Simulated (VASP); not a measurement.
# Ge2Sb2Te5 (P-3m1) in VASP: a series of runs, part 2 of 2

VASP 6.6.1.

## 4. Single point, PBE

This run uses another cell than the first one, of 29.43 Å³/atom.

Contents of INCAR:

```
SYSTEM = Ge2Sb2Te5
  PREC = Accurate
  ENCUT = 520
  EDIFF = 1E-6
  ISMEAR = -1
  SIGMA = 0.05
  LREAL = .False.
  LASPH = .True.
  NELM = 100
  ALGO = Normal
  ISIF = 2
  LWAVE = .False.
  LCHARG = .True.
  GGA = PE
  LELF = .True.
  LVHAR = .True.
  NBANDS = 44
```

Contents of KPOINTS:

```
regular mesh
0
Gamma
  5 5 2
  0 0 0
```

Contents of POSCAR:

```
Ge2Sb2Te5
1.0
    4.2399804446      0.0000000000      0.0000000000
   -2.1199902223      3.6719307766      0.0000000000
    0.0000000000      0.0000000000     17.0135792226
Te Sb Ge
5 2 2
Direct
    0.6666666667      0.3333333333      0.4174543471
    0.3333333333      0.6666666667      0.5825456529
    0.3333333333      0.6666666667      0.1978358844
    0.6666666667      0.3333333333      0.8021641156
    0.0000000000      0.0000000000      0.0000000000
    0.0000000000      0.0000000000      0.3166388712
    0.0000000000      0.0000000000      0.6833611288
    0.6666666667      0.3333333333      0.1006269916
    0.3333333333      0.6666666667      0.8993730084
```

The run is started by

```console
$ cat potpaw_PBE.64/Te/POTCAR potpaw_PBE.64/Sb/POTCAR potpaw_PBE.64/Ge_d/POTCAR > POTCAR
$ mpirun -np 1 vasp_std > vasp.out
```

Wall time 1.8 min (1 thread of Intel Xeon Platinum 8488C (Sapphire Rapids), shared host); peak memory 0.39 GiB.

The run converged. Its results:

```yaml
Free_energy: -33.9474 eV
Pressure: 1.9 GPa
Largest_force: 0.020 eV/Å
Band_gap_on_the_k_mesh: 0.22 eV
```

Forces in eV/Å, atoms in the order of the input:
```
Te   0.000  0.000  0.011
Te   0.000  0.000 -0.011
Te   0.000  0.000  0.006
Te   0.000  0.000 -0.006
Te   0.000  0.000  0.000
Sb   0.000  0.000 -0.020
Sb   0.000  0.000  0.020
Ge   0.000  0.000  0.008
Ge   0.000  0.000 -0.008
```

Stress tensor (GPa, compression positive):
```
1.89 0.00 0.00
0.00 1.89 0.00
0.00 0.00 1.97
```

Levels at points of the mesh, in eV from the valence-band top:
```tsv
k point	band 32	band 33	band 34	band 35	band 36	band 37
(0.00, 0.00, 0.00)	-1.10	-0.82	0.00	0.22	0.22	0.31
(0.00, 0.00, 0.50)	-1.40	-0.68	-0.14	0.41	0.41	0.54
```

Caveat: semilocal functionals underestimate gaps, and a narrow one can read as zero; spin-orbit coupling is left out, which moves the levels of the heavy elements.

## 5. Relaxation of cell and atoms, PBE, target pressure 2 GPa, at which the enthalpy is minimised

Contents of INCAR:

```
PREC     = Accurate       # precision mode
ENCUT    = 600            # plane-wave cutoff, eV
EDIFF    = 1E-6           # SCF threshold, eV
ISMEAR   = -1             # smearing method
SIGMA    = 0.05           # smearing width, eV
LREAL    = False          # projectors in reciprocal space
LASPH    = True           # aspherical terms in the spheres
NELM     = 100            # most SCF steps
ALGO     = Normal         # electronic algorithm
ISIF     = 3              # what is computed and relaxed
LWAVE    = False          # write WAVECAR
LCHARG   = False          # write CHGCAR
GGA      = PE             # functional
IBRION   = 2              # ionic algorithm
NSW      = 60             # ionic steps
EDIFFG   = -0.01          # ionic threshold
PSTRESS  = 20.0
```

Contents of KPOINTS:

```
Automatic mesh
0
Gamma
  5 5 2
```

Contents of POSCAR:

```
Ge2Sb2Te5
1.0
    4.2940644248      0.0000000000      0.0000000000
   -2.1470322124      3.7187688774      0.0000000000
    0.0000000000      0.0000000000     17.1013460000
Te Sb Ge
5 2 2
Direct
    0.6666666667      0.3333333333      0.4198920000
    0.3333333333      0.6666666667      0.5801080000
    0.3333333333      0.6666666667      0.2015420000
    0.6666666667      0.3333333333      0.7984580000
    0.0000000000      0.0000000000      0.0000000000
    0.0000000000      0.0000000000      0.3200680000
    0.0000000000      0.0000000000      0.6799320000
    0.6666666667      0.3333333333      0.1028950000
    0.3333333333      0.6666666667      0.8971050000
```

Potentials or basis: VASP PAW PBE potentials, release 64 (Te, Sb, Ge_d).

The run is started by

```console
$ cat potpaw_PBE.64/Te/POTCAR potpaw_PBE.64/Sb/POTCAR potpaw_PBE.64/Ge_d/POTCAR > POTCAR
$ mpirun -np 1 vasp_std > vasp.out
```

OUTCAR:

```text
PREC = Accurate
   ENCUT = 600
   EDIFF = 1E-6
   ISMEAR = -1
   LREAL = False
   LASPH = True
   NELM = 100
   ISIF = 3
   GGA = PE
   IBRION = 2
   NSW = 60
   EDIFFG = -0.01
   PSTRESS = 20.0

 ion  position               nearest neighbor table
   1  0.667  0.333  0.420-   6 3.01   6 3.01   6 3.01
   2  0.333  0.667  0.580-   7 3.01   7 3.01   7 3.01
   3  0.333  0.667  0.202-   8 3.00   8 3.00   8 3.00   6 3.20   6 3.20   6 3.20
   4  0.667  0.333  0.798-   9 3.00   9 3.00   9 3.00   7 3.20   7 3.20   7 3.20
   5  0.000  0.000  0.000-   8 3.04   9 3.04   8 3.04   9 3.04   8 3.04   9 3.04
   6  0.000  0.000  0.320-   1 3.01   1 3.01   1 3.01   3 3.20   3 3.20   3 3.20
   7  0.000  0.000  0.680-   2 3.01   2 3.01   2 3.01   4 3.20   4 3.20   4 3.20
   8  0.667  0.333  0.103-   3 3.00   3 3.00   3 3.00   5 3.04   5 3.04   5 3.04
   9  0.333  0.667  0.897-   4 3.00   4 3.00   4 3.00   5 3.04   5 3.04   5 3.04

  LATTYP: Found a hexagonal cell.
 ALAT       =     4.2940644248
 C/A-ratio  =     3.9825545936

  Lattice vectors:

 A1 = (   4.2940644248,   0.0000000000,   0.0000000000)
 A2 = (  -2.1470322124,   3.7187688774,   0.0000000000)
 A3 = (   0.0000000000,   0.0000000000,  17.1013460000)

Analysis of symmetry for initial positions (statically):
=====================================================================
 Subroutine PRICEL returns:
 Original cell was already a primitive cell.

[... 170 lines left out ...]

------------------------ aborting loop because EDIFF is reached ----------------------------------------

  FORCE on cell =-STRESS in cart. coord.  units (eV):
  Direction    XX          YY          ZZ          XY          YZ          ZX
  --------------------------------------------------------------------------------------
  -------------------------------------------------------------------------------------
  Total        0.4819715      0.4819715      0.6847194      0.0000000      0.0000000      0.0000000
  in kB        2.8277037      2.8277037      4.0172160      0.0000000      0.0000000      0.0000000
  external PRESSURE =     -16.7757922 kB  Pullay stress =      20.0000000 kB
[... 118 lines left out ...]
  energy  without entropy=      -33.9271383227  energy(sigma->0) =      -33.92856054

  enthalpy is  TOTEN    =       -30.6286210626 eV   P V=        3.3013617007

[... ionic steps 4 to 18 ...]

--------------------------------------- Ionic step       19  -------------------------------------------

 number of electron      68.0000011 magnetization

------------------------ aborting loop because EDIFF is reached ----------------------------------------
[... 85 lines left out ...]
--------------------------------------- Ionic step       21  -------------------------------------------

 number of electron      68.0000010 magnetization

 Free energy of the ion-electron system (eV)
  ---------------------------------------------------
  ext. energy  EPLUGINS =         0.00000000
  ---------------------------------------------------
  free energy    TOTEN  =       -33.94495909 eV

  energy without entropy =      -33.94256254  energy(sigma->0) =      -33.94376081

 E-fermi :   6.7393     XC(G=0):  -9.5608

 val. band max:        6.6530006313   @ k =   0.0000   0.0000   0.0000
 cond. band min:       6.8735530465   @ k =   0.0000   0.0000   0.0000
 fundamental gap:      0.2205524152
 Fermi energy:         6.7393189136

 k-point     1 :       0.0000    0.0000    0.0000
  band No.  band energies     occupation
      1     -18.3513      2.00000
      2     -18.3513      2.00000
      3     -18.3503      2.00000
      4     -18.3503      2.00000
      5     -18.3441      2.00000
      6     -18.3441      2.00000
[... 459 lines left out ...]
  energy  without entropy=      -33.9425625411  energy(sigma->0) =      -33.94376081

  enthalpy is  TOTEN    =       -30.6415543229 eV   P V=        3.3034047644

 reached required accuracy - stopping structural energy minimisation
```

CONTCAR:

```text
Ge2Sb2Te5
   1.00000000000000
     4.2361617348336225   -0.0000000000000000   -0.0000000000000000
    -2.1180808674168112    3.6686236770120160   -0.0000000000000000
     0.0000000000000000   -0.0000000000000001   17.0281191343125577
  Te              Sb              Ge
     5     2     2
Direct
     0.6666666667000030    0.3333333332999970    0.4174030096389713
     0.3333333332999970    0.6666666667000030    0.5825969903610286
     0.3333333332999970    0.6666666667000030    0.1977279334617555
     0.6666666667000030    0.3333333332999970    0.8022720665382443
     0.0000000000000000    0.0000000000000000    0.0000000000000000
     0.0000000000000000    0.0000000000000000    0.3164406456798085
     0.0000000000000000    0.0000000000000000    0.6835593543201915
     0.6666666667000030    0.3333333332999970    0.1006593337739680
     0.3333333332999970    0.6666666667000030    0.8993406662260318

  0.00000000E+00  0.00000000E+00  0.00000000E+00
  0.00000000E+00  0.00000000E+00  0.00000000E+00
  0.00000000E+00  0.00000000E+00  0.00000000E+00
  0.00000000E+00  0.00000000E+00  0.00000000E+00
  0.00000000E+00  0.00000000E+00  0.00000000E+00
  0.00000000E+00  0.00000000E+00  0.00000000E+00
  0.00000000E+00  0.00000000E+00  0.00000000E+00
  0.00000000E+00  0.00000000E+00  0.00000000E+00
  0.00000000E+00  0.00000000E+00  0.00000000E+00
```

Wall time 25 min (1 thread of Intel Xeon Platinum 8488C (Sapphire Rapids), shared host); peak memory 0.57 GiB.

Results:

* Free energy: -33.9450 eV
* Relaxed volume: 29.40 Å³/atom
* Relaxed cell: a = 4.236 Å, b = 4.236 Å, c = 17.028 Å, α = 90.00°, β = 90.00°, γ = 120.00°
* Space group after relaxing (to 0.1 Å): P-3m1 (No. 164)
* Energy change on relaxing (the run minimises the enthalpy): +5.0 meV/atom
* Ionic steps: 21
* Pressure after relaxing: 2.0 GPa
* Largest force after relaxing: 0.008 eV/Å
* Band gap on the k mesh: 0.22 eV

Forces in eV/Å, atoms in the order of the input:
```
Te   0.000  0.000 -0.001
Te   0.000  0.000  0.001
Te   0.000  0.000  0.008
Te   0.000  0.000 -0.008
Te   0.000  0.000  0.000
Sb   0.000  0.000 -0.001
Sb   0.000  0.000  0.001
Ge   0.000  0.000 -0.004
Ge   0.000  0.000  0.004
```

Step by step:
```tsv
step	energy change (eV)	largest force (eV/Å)	pressure (GPa)	volume (Å³)
1	0.0000	0.1008	0.32	273.09
2	0.1168	0.2155	2.88	260.72
3	0.0597	0.1534	2.05	264.47
4	0.0575	0.1504	1.96	264.64
5	0.0582	0.0899	1.98	264.29
6	0.0630	0.0862	1.99	263.74
7	0.0639	0.0617	2.05	263.54
8	0.0687	0.0430	2.18	263.01
9	0.0567	0.0499	1.96	263.92
10	0.0562	0.0509	1.94	263.95
11	0.0554	0.0473	2.02	263.99
12	0.0532	0.0345	1.97	264.10
13	0.0504	0.0851	2.00	264.31
14	0.0514	0.0587	2.01	264.21
15	0.0488	0.0386	1.99	264.36
16	0.0446	0.0200	1.99	264.64
17	0.0443	0.0203	2.00	264.67
18	0.0440	0.0203	2.00	264.70
19	0.0441	0.0197	1.99	264.68
20	0.0451	0.0096	2.07	264.60
21	0.0447	0.0081	2.03	264.63
```

Final structure:
```xyz
9
Lattice="4.2362 0.0000 0.0000 -2.1181 3.6686 0.0000 0.0000 0.0000 17.0281" Properties=species:S:1:pos:R:3 pbc="T T T"
Te    2.1181    1.2229    7.1076
Te    0.0000    2.4457    9.9205
Te    0.0000    2.4457    3.3669
Te    2.1181    1.2229   13.6612
Te    0.0000    0.0000    0.0000
Sb    0.0000    0.0000    5.3884
Sb    0.0000    0.0000   11.6397
Ge    2.1181    1.2229    1.7140
Ge    0.0000    2.4457   15.3141
```

Caveat: the cell is relaxed towards a set pressure, so the run minimises the enthalpy, not the energy; semilocal functionals underestimate gaps, and a narrow one can read as zero; spin-orbit coupling is left out, which moves the levels of the heavy elements. A k mesh can miss the band edges.

## 6. Summary

| task | level | cell | k mesh | cutoff (eV) | gap on the mesh (eV) | pressure (GPa) | largest force (eV/Å) |
| --- | --- | --- | --- | --- | --- | --- | --- |
| single point | BLYP | a = 4.294, b = 4.294, c = 17.101 Å, angles 90.0, 90.0, 120.0°, 9 atoms, atomic positions A | 7 × 7 × 2 | 520 | 0.27 | 4.5 | 0.11 |
| single point | revPBE | a = 4.322, b = 4.322, c = 20.505 Å, angles 90.0, 90.0, 120.0°, 9 atoms, atomic positions B | 7 × 7 × 2 | 520 | 0.83 | 0.0 | 0.02 |
| single point | PBE | a = 4.240, b = 4.240, c = 17.014 Å, angles 90.0, 90.0, 120.0°, 9 atoms, atomic positions C | 5 × 5 × 2 | 520 | 0.22 | 1.9 | 0.02 |
| relaxation of cell and atoms | PBE | relaxed to 2 GPa from a = 4.294, b = 4.294, c = 17.101 Å, angles 90.0, 90.0, 120.0°, 9 atoms, atomic positions A | 5 × 5 × 2 | 600 | 0.22 | 2.0 | 0.01 |

Alike in all rows: potentials or basis VASP PAW PBE potentials, release 64 (Te, Sb, Ge_d); no spin polarisation; smearing fermi-dirac 0.05 eV.

Caveats: spin-orbit coupling is left out, which moves the levels of the heavy elements; semilocal functionals underestimate gaps, and a narrow one can read as zero (at least some runs); the PAW data sets were made with another functional, which shifts forces and pressure a little (at least some runs); the cell stands under pressure (at least some runs); the cell is relaxed towards a set pressure, so the run minimises the enthalpy, not the energy (at least some runs).

Total energies depend on the potentials used, so only differences within one code and one set of settings carry meaning.
